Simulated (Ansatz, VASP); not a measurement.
## Two plane-wave programs on TaN

INCAR

```
PREC = Accurate ; ENCUT = 1330
EDIFF = 1E-6 ; ISMEAR = 0
SIGMA = 0.15 ; LREAL = F
LASPH = T ; NELM = 120
ALGO = Normal ; ISIF = 2
LWAVE = F ; LCHARG = F
GGA = CA ; NBANDS = 16
GGA_COMPAT = F
```

KPOINTS

```
Automatic mesh
0
Gamma
  5 5 5
```

POSCAR

```
TaN
1.0
    2.9380000000      0.0000000000      0.0000000000
   -1.4690000000      2.5443826400      0.0000000000
    0.0000000000      0.0000000000      2.8830000000
Ta N
1 1
Direct
    0.3333333333      0.6666666667      0.5000000000
    0.0000000000      0.0000000000      0.0000000000
```

Input for Ansatz:

```yaml
crystal:
  lattice:
    - [2.938, 0.0, 0.0]
    - [-1.469, 2.54438264, 0.0]
    - [0.0, 0.0, 2.883]
  atoms:
    - { symbol: Ta, position: [0.3333333333333333, 0.6666666666666666, 0.5] }
    - { symbol: "N", position: [0.0, 0.0, 0.0] }
basis:
  ecutwfc: 525.0
kpoints:
  mp_grid:
    grid: [5, 5, 5]
hamiltonian:
  xc: lda
scf:
  n_extra_bands: 2
  convergence:
    dr2_threshold: 1.0e-08
  occupations:
    method: gaussian
    width: 0.15
output:
  stress: true
```

Alike in both runs: task single point; functional LDA; k mesh 5 × 5 × 5; occupations gaussian, width 0.15 eV; no spin polarisation.

|  | VASP | Ansatz |
| --- | --- | --- |
| version | VASP 6.6.1 | Ansatz 0.2.0 |
| potentials or method | VASP PAW LDA potentials, release 64 (Ta_sv_GW, N_h), cutoff 1330 eV | plane waves, PAW |
| valence electrons in the cell | 18 | 18 |

```csv
,VASP,Ansatz,Ansatz less VASP
pressure (GPa),-10.3,-11.7,-1.32
"traceless stress, the component that is largest in VASP (GPa)",-0.93,-1.52,-0.591
```

LDA's correlation is that of Perdew and Zunger in VASP and of Perdew and Wang (1992) in Ansatz. Ansatz's warnings: stress scf threshold loose.

The k mesh is coarse, so the values compare programs but aren't converged. Spin-orbit coupling is off throughout.
